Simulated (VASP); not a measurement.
## CdTe: G0W0 quasiparticle levels with PBE

The system is CdTe.

```
Cd Te
1.0
     0.00000    3.27996    3.27996
     3.27996    0.00000    3.27996
     3.27996    3.27996    0.00000
Cd Te
1 1
Direct
  0.00000 0.00000 0.00000
  0.25000 0.25000 0.25000
```

```yaml
Program: VASP 6.6.1
Task: G0W0 quasiparticle levels
Functional: PBE
Potentials_or_basis: VASP PAW PBE potentials, release 64 (Cd_GW, Te_GW)
Cutoff: 500 eV
k_mesh: 4 × 4 × 4
Occupations: gaussian, width 0.01 eV
Spin: no spin polarisation
Dipole_correction: no
GW_scheme: G0W0
GW_iterations: 1
Cutoff_of_the_response_function: 80
Frequency_points: 96
Empty_bands: 114
Mended: yes
Further_INCAR_settings: ALGO = EVGW0; EDIFF = 1e-08; NBANDS = 123
```

```json
{
 "Quasiparticle gap": "1.34 eV",
 "Least direct quasiparticle gap": "1.34 eV",
 "Band gap of the starting levels on the mesh": "0.65 eV",
 "Least direct gap of the starting levels on the mesh": "0.65 eV"
}
```

It took 4.3 min on 1 thread of Intel(R) Xeon(R) Platinum 8559C (Emerald Rapids), on a shared host, peak memory 0.88 GiB.

Caveat: the k points lie up to 0.41 Å⁻¹ apart; bands, screening cutoff and mesh are small and nothing is extrapolated, so the quasiparticle values aren't converged; spin-orbit coupling is left out, which moves the levels of the heavy elements.
